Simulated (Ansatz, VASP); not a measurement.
**SiC: VASP beside Ansatz**

```xyz
2
Lattice="0.0000 2.0135 2.0135 2.0135 0.0000 2.0135 2.0135 2.0135 0.0000" Properties=species:S:1:pos:R:3 pbc="T T T"
Si    0.0000    0.0000    0.0000
C     2.0135    2.0135    2.0135
```

Alike in both runs: functional r2SCAN; k mesh 18 × 18 × 18; occupations gaussian, width 0.1 eV; no spin polarisation.

Ansatz relaxed the structure, and its values are those at the end. VASP's run is a single point on that final structure, the one shown.

```csv
,VASP,Ansatz
version,VASP 6.6.1,Ansatz 0.2.0
potentials or method,"VASP PAW PBE potentials, release 64 (Si, C), cutoff 660 eV","scalar-relativistic, plane waves, PAW"
valence electrons in the cell,8,8
```

```tsv
	VASP	Ansatz	Ansatz less VASP
gap on the k mesh at the Fermi level (eV)	none	none	-
pressure (GPa)	-0.1	-0.1	-0.02
```

VASP's potentials were made for PBE, not for r2SCAN. A gap of «none» marks a metal or a gap that the smearing closes. With one functional, cell and mesh, what is left measures potentials, basis and numerics.
